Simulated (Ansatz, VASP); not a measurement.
**CoO in VASP and in Ansatz**

```
Co O
1.0
     0.00000    2.14792    2.14792
     2.14792    0.00000    2.14792
     2.14792    2.14792    0.00000
Co O
1 1
Direct
  0.00000 0.00000 0.00000
  0.50000 0.50000 0.50000
```

Alike in both runs: task relaxation of cell and atoms; functional PBE; k mesh 16 × 16 × 16; occupations gaussian, width 0.1 eV; collinear spin; Hubbard terms Co d U = 3.32 eV.

|  | VASP | Ansatz |
| --- | --- | --- |
| version | VASP 6.6.1 | Ansatz 0.2.0 |
| potentials or method | VASP PAW PBE potentials, release 64 (Co, O), cutoff 600 eV | scalar-relativistic, plane waves, PAW |
| valence electrons in the cell | 15 | 23 |

|  | VASP | Ansatz | Ansatz less VASP |
| --- | --- | --- | --- |
| gap on the k mesh at the Fermi level, each at its own relaxed structure (eV) | none | none | - |
| net moment per atom (μB) | 1.50 | 1.46 | -0.043 |
| size of the moment on the site where the two differ most (μB) | 2.73 | 2.54 | -0.190 |
| relaxed volume (Å³/atom) | 9.56 | 9.75 | +0.182 |
| relaxed cell length with the largest relative difference (Å) | 3.002 | 3.021 | +0.0190 |

Site moments also hang on the region over which each program counts them. The programs project onto different local orbitals, so the same U acts differently, and such runs can settle in different states. A gap of «none» marks a metal or a gap that the smearing closes. VASP's potentials hold 15 valence electrons a cell and Ansatz's 23, so a difference there can come from the potentials and not from the codes. Ansatz's warnings: filled band counts differ across k points.
